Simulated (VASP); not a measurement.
# Mo: single point with PBE

Crystal: Mo.

```xyz
2
Lattice="2.7621 0.0000 0.0000 -1.3811 2.3921 0.0000 0.0000 0.0000 4.8812" Properties=species:S:1:pos:R:3 pbc="T T T"
Mo    0.0000    1.5947    1.2203
Mo    1.3811    0.7974    3.6609
```

* Program: VASP 6.6.1
* Task: single point
* Functional: PBE
* Potentials or basis: VASP PAW PBE potentials, release 64 (Mo_sv)
* Cutoff: 500 eV
* k mesh: 10 × 10 × 6
* Occupations: fermi-dirac, width 0.1 eV
* Spin: no spin polarisation
* Dipole correction: no
* Further INCAR settings: ALGO = Normal; EDIFF = 1e-06; NBANDS = 21

```yaml
Pressure: 0.5 GPa
Band_gap_on_the_k_mesh: zero (band 14 reaches 13.04 eV, above the bottom of band 15 at 11.19 eV)
```

Stress tensor (GPa, compression positive):
```
0.53 0.00 0.00
0.00 0.53 0.00
0.00 0.00 0.43
```

Levels at points of the mesh, in eV from the Fermi level:
| k point | band 10 | band 11 | band 12 | band 13 | band 14 | band 15 | band 16 | band 17 | band 18 | band 19 |
| --- | --- | --- | --- | --- | --- | --- | --- | --- | --- | --- |
| (0.00, 0.00, 0.00) | -4.70 | -1.65 | -0.64 | -0.64 | -0.14 | -0.14 | 0.65 | 1.41 | 1.41 | 3.35 |
| (0.50, 0.00, 0.00) | -4.13 | -4.06 | -1.13 | -0.43 | -0.29 | -0.23 | 3.67 | 4.40 | 4.65 | 5.82 |
| (0.00, 0.00, 0.50) | -5.13 | -1.85 | -1.85 | -0.62 | -0.62 | -0.62 | -0.62 | 2.69 | 2.69 | 2.69 |
| (0.50, 0.00, 0.50) | -4.67 | -3.25 | -3.25 | 1.22 | 1.22 | 1.77 | 1.77 | 4.54 | 4.54 | 4.61 |

Run time: 12 s on 1 thread of Intel(R) Xeon(R) 6975P-C (Granite Rapids) (shared host), peak memory 0.15 GiB.
